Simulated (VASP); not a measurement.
# Cu3N (Pm-3m) in VASP: notebook, part 3 of 3

VASP 6.6.1.

## Step 6: Single point, PBEsol

This run uses another cell than the first one, of 14.62 Å³/atom.

INCAR

```
SYSTEM = Cu3N
PREC     = Accurate       ! precision mode
ENCUT    = 600            ! plane-wave cutoff, eV
EDIFF    = 1E-6           ! SCF threshold, eV
ISMEAR   = -1             ! smearing method
SIGMA    = 0.05           ! smearing width, eV
LREAL    = .FALSE.        ! projectors in reciprocal space
LASPH    = .TRUE.         ! aspherical terms in the spheres
NELM     = 120            ! most SCF steps
ALGO     = Normal         ! electronic algorithm
ISIF     = 2              ! what is computed and relaxed
LWAVE    = .FALSE.        ! write WAVECAR
LCHARG   = .FALSE.        ! write CHGCAR
GGA      = PS             ! functional
NBANDS   = 27             ! bands
GGA_COMPAT= .FALSE.
```

KPOINTS

```
Automatic mesh
0
G
  5 5 5
  0 0 0
```

POSCAR

```
Cu3N
1.0
    3.8816660150      0.0000000000      0.0000000000
    0.0000000000      3.8816660150      0.0000000000
    0.0000000000      0.0000000000      3.8816660150
Cu N
3 1
Direct
    0.5000000000      0.0000000000      0.0000000000
    0.0000000000      0.5000000000      0.0000000000
    0.0000000000      0.0000000000      0.5000000000
    0.0000000000      0.0000000000      0.0000000000
```

Potentials or basis: VASP PAW PBE potentials, release 64 (Cu, N).

Launch:

```
$ cat potpaw_PBE.64/Cu/POTCAR potpaw_PBE.64/N/POTCAR > POTCAR
$ mpirun -np 1 vasp_std > vasp.out
```

OUTCAR:

```text
SYSTEM = Cu3N
   PREC = Accurate
   ENCUT = 600
   EDIFF = 1E-6
   ISMEAR = -1
   LREAL = .FALSE.
   LASPH = .TRUE.
   NELM = 120
   ISIF = 2
   GGA = PS

 ion  position               nearest neighbor table
   1  0.500  0.000  0.000-   4 1.94   4 1.94   2 2.74   3 2.74   2 2.74   2 2.74   3 2.74   3 2.74
                             3 2.74   2 2.74
   2  0.000  0.500  0.000-   4 1.94   4 1.94   1 2.74   3 2.74   1 2.74   3 2.74   3 2.74   3 2.74
                             1 2.74   1 2.74
   3  0.000  0.000  0.500-   4 1.94   4 1.94   1 2.74   1 2.74   2 2.74   2 2.74   2 2.74   2 2.74
                             1 2.74   1 2.74
   4  0.000  0.000  0.000-   1 1.94   2 1.94   3 1.94   3 1.94   2 1.94   1 1.94

  LATTYP: Found a simple cubic cell.
 ALAT       =     3.8816660150

  Lattice vectors:

 A1 = (   3.8816660150,   0.0000000000,   0.0000000000)
 A2 = (   0.0000000000,   3.8816660150,   0.0000000000)
 A3 = (   0.0000000000,   0.0000000000,   3.8816660150)

Analysis of symmetry for initial positions (statically):
=====================================================================
 Subroutine PRICEL returns:
 Original cell was already a primitive cell.

 Routine SETGRP: Setting up the symmetry group for a
 simple cubic supercell.

 Subroutine GETGRP returns: Found 48 space group operations
 (whereof 48 operations were pure point group operations)
 out of a pool of 48 trial point group operations.

The static configuration has the point symmetry O_h .

Analysis of symmetry for dynamics (positions and initial velocities):
=====================================================================
 Subroutine PRICEL returns:
 Original cell was already a primitive cell.

 Routine SETGRP: Setting up the symmetry group for a
 simple cubic supercell.

 Subroutine GETGRP returns: Found 48 space group operations
 (whereof 48 operations were pure point group operations)
 out of a pool of 48 trial point group operations.

The dynamic configuration has the point symmetry O_h .

 Subroutine INISYM returns: Found 48 space group operations
 (whereof 48 operations are pure point group operations),
 and found     1 'primitive' translations

----------------------------------------------------------------------------------------

                                     Primitive cell

  volume of cell :      58.4863

  direct lattice vectors                    reciprocal lattice vectors
     3.881666015  0.000000000  0.000000000     0.257621340  0.000000000  0.000000000
     0.000000000  3.881666015  0.000000000     0.000000000  0.257621340  0.000000000
     0.000000000  0.000000000  3.881666015     0.000000000  0.000000000  0.257621340

  length of vectors
     3.881666015  3.881666015  3.881666015     0.257621340  0.257621340  0.257621340

  position of ions in fractional coordinates (direct lattice)
     0.500000000  0.000000000  0.000000000
     0.000000000  0.500000000  0.000000000
     0.000000000  0.000000000  0.500000000
     0.000000000  0.000000000  0.000000000

  ion indices of the primitive-cell ions
   primitive index   ion index
                 1           1
                 2           2
                 3           3
                 4           4

[... 26 lines left out ...]
 Following reciprocal coordinates:
            Coordinates               Weight
  0.000000  0.000000  0.000000      1.000000
  0.200000  0.000000  0.000000      6.000000
  0.400000  0.000000  0.000000      6.000000
  0.200000  0.200000  0.000000     12.000000
  0.400000  0.200000  0.000000     24.000000
  0.400000  0.400000  0.000000     12.000000
  0.200000  0.200000  0.200000      8.000000
  0.400000  0.200000  0.200000     24.000000
  0.400000  0.400000  0.200000     24.000000
  0.400000  0.400000  0.400000      8.000000
   k-points           NKPTS =     10   k-points in BZ     NKDIM =     10   number of bands    NBANDS=     27
   number of dos      NEDOS =    301   number of ions     NIONS =      4
   total plane-waves  NPLWV =  32768
   dimension x,y,z NGX =    32 NGY =   32 NGZ =   32
   dimension x,y,z NGXF=    64 NGYF=   64 NGZF=   64
   ions per type =               3   1
   NGX,Y,Z   is equivalent  to a cutoff of  13.71, 13.71, 13.71 a.u.
   NGXF,Y,Z  is equivalent  to a cutoff of  27.41, 27.41, 27.41 a.u.
 SYSTEM =  Cu3N
   PREC   = accura    normal or accurate (medium, high low for compatibility)
   ISTART =      0    job   : 0-new  1-cont  2-samecut
   ICHARG =      2    charge: 1-file 2-atom 10-const
   ISPIN  =      1    spin polarized calculation?
   LNONCOLLINEAR =      F non collinear calculations
   LSORBIT =      F    spin-orbit coupling
   LASPH  =      T    aspherical Exc in radial PAW
   ENCUT  =  600.0 eV  44.10 Ry    6.64 a.u.   7.75  7.75  7.75*2*pi/ulx,y,z
   NELM   =    120;   NELMIN=  2; NELMDL= -5     # of ELM steps
   EDIFF  = 0.1E-05   stopping-criterion for ELM
   LREAL  =      F    real-space projection
   EDIFFG = 0.1E-04   stopping-criterion for IOM
   NSW    =      0    number of steps for IOM
   IBRION =     -1    ionic relax: 0-MD 1-quasi-New 2-CG
   NFREE  =      0    steps in history (QN), initial steepest desc. (CG)
   ISIF   =      2    stress and relaxation
   ISYM   =      2    0-nonsym 1-usesym 2-fastsym
   POTIM  = 0.5000    time-step for ionic-motion
   TEBEG  =    0.0;   TEEND  =   0.0 temperature during run
   PSTRESS=    0.0 pullay stress
   NELECT =      38.0000    total number of electrons
   NUPDOWN=      -1.0000    fix difference up-down
   EMIN   =  10.00;   EMAX   =-10.00  energy-range for DOS
   EFERMI =   0.00;   METHOD = LEGACY
   ISMEAR =    -1;   SIGMA  =   0.05  broadening in eV -4-tet -1-fermi 0-gaus
   EFERMI_NEDOS =   21; number of points for ismear=-14 and -15
   IALGO  =     38    algorithm
   IMIX   =      4    mixing-type and parameters
     AMIX     =   0.40;   BMIX     =  1.00
     AMIX_MAG =   1.60;   BMIX_MAG =  1.00
  volume/ion in A,a.u.               =      14.62        98.67
  Fermi-wavevector in a.u.,A,eV,Ry     =   1.417918  2.679477 27.354407  2.010492
  Thomas-Fermi vector in A             =   2.539098
   LORBIT       =      0    0 simple, 1 ext, 2 COOP (PROOUT), +10 PAW based schemes
   GGA     = PS    functional components
   LHFCALC =     F    Hartree Fock is set to
   AEXX    =    0.0000 exact exchange contribution
   IVDW    =     0    specifies the selected vdW correction
   LEPSILON=     F    determine dielectric tensor
   LRPA    =     F    only Hartree local field effects (RPA)
 non-spin polarized calculation
  energy-cutoff  :      600.00
  volume of cell :       58.49
 maximum number of plane-waves:      1961
 NGX is ok and might be reduce to    32
   NGX = 15   NGY = 15   NGZ = 15

 number of electron      37.9999979 magnetization

 Free energy of the ion-electron system (eV)
  ---------------------------------------------------
  ext. energy  EPLUGINS =         0.00000000
  ---------------------------------------------------
  free energy    TOTEN  =       -20.30198403 eV

  energy without entropy =      -20.30198319  energy(sigma->0) =      -20.30198361

 E-fermi :   4.5123     XC(G=0): -10.7274

 val. band max:        3.8610299789   @ k =   0.4000   0.4000   0.4000
 cond. band min:       5.0178961421   @ k =   0.0000   0.0000   0.0000
 fundamental gap:      1.1568661632
 Fermi energy:         4.5122540154

 k-point     1 :       0.0000    0.0000    0.0000
  band No.  band energies     occupation
      1     -12.1346      2.00000
      2      -0.7311      2.00000
      3      -0.3145      2.00000
      4      -0.3145      2.00000
      5      -0.3145      2.00000
      6       0.6111      2.00000
[... 289 lines left out ...]
     26      11.5748      0.00000
     27      15.6995      0.00000

------------------------ aborting loop because EDIFF is reached ----------------------------------------

  FORCE on cell =-STRESS in cart. coord.  units (eV):
  Direction    XX          YY          ZZ          XY          YZ          ZX
  --------------------------------------------------------------------------------------
  -------------------------------------------------------------------------------------
  Total       -3.4322524     -3.4322524     -3.4322524      0.0000000      0.0000000     -0.0000000
  in kB      -94.0232595    -94.0232595    -94.0232595      0.0000000      0.0000000     -0.0000000
  external PRESSURE =     -94.0232595 kB  Pullay stress =       0.0000000 kB

 VOLUME and BASIS-vectors are now :
 -----------------------------------------------------------------------------
  energy-cutoff  :      600.00
  volume of cell :       58.49
      direct lattice vectors                 reciprocal lattice vectors
     3.881666015  0.000000000  0.000000000     0.257621340  0.000000000  0.000000000
     0.000000000  3.881666015  0.000000000     0.000000000  0.257621340  0.000000000
     0.000000000  0.000000000  3.881666015     0.000000000  0.000000000  0.257621340

 POSITION                                       TOTAL-FORCE (eV/Angst)
 -----------------------------------------------------------------------------------
      1.94083      0.00000      0.00000         0.000000      0.000000      0.000000
      0.00000      1.94083      0.00000         0.000000      0.000000      0.000000
      0.00000      0.00000      1.94083         0.000000      0.000000      0.000000
      0.00000      0.00000      0.00000         0.000000      0.000000      0.000000
 -----------------------------------------------------------------------------------
    total drift:                                0.000000      0.000000     -0.000000

  FREE ENERGIE OF THE ION-ELECTRON SYSTEM (eV)
  ---------------------------------------------------
  free  energy   TOTEN  =       -20.3019840326 eV

  energy  without entropy=      -20.3019831903  energy(sigma->0) =      -20.30198361
```

It took 27 s on 1 thread of Intel Xeon 8259CL, shared host; peak memory 0.18 GiB.

What came out:

* Free energy: -20.3020 eV
* Pressure: -9.4 GPa
* Band gap on the k mesh: 1.16 eV (least direct gap 1.82 eV)

Levels at points of the mesh, in eV from the valence-band top:
```tsv
k point	band 16	band 17	band 18	band 19	band 20	band 21	band 22	band 23
(0.00, 0.00, 0.00)	-1.37	-1.37	-1.37	-1.33	1.16	5.37	5.37	6.82
```

Caveat: the cell stands under tension; the PAW data sets were made with another functional, which shifts forces and pressure a little; an odd mesh through Γ misses points on the zone boundary, where band edges can lie.

## Step 7: Overview

```csv
cell,gap on the mesh (eV),pressure (GPa)
"a = 3.756 Å, 4 atoms",1.41,1.6
"a = 3.781 Å, 4 atoms",1.43,-1.2
"a = 3.832 Å, 4 atoms",1.29,-5.8
"a = 3.857 Å, 4 atoms",1.22,-7.7
"a = 3.882 Å, 4 atoms",1.16,-9.4
```

Alike in all rows: task single point; level PBEsol; potentials or basis VASP PAW PBE potentials, release 64 (Cu, N); no spin polarisation; k mesh 5 × 5 × 5; cutoff (eV) 600; smearing fermi-dirac 0.05 eV.

Caveats: the PAW data sets were made with another functional, which shifts forces and pressure a little; an odd mesh through Γ misses points on the zone boundary, where band edges can lie; the cell stands under tension (at least some runs).

Absolute energies hang on the potentials; compare differences alone.
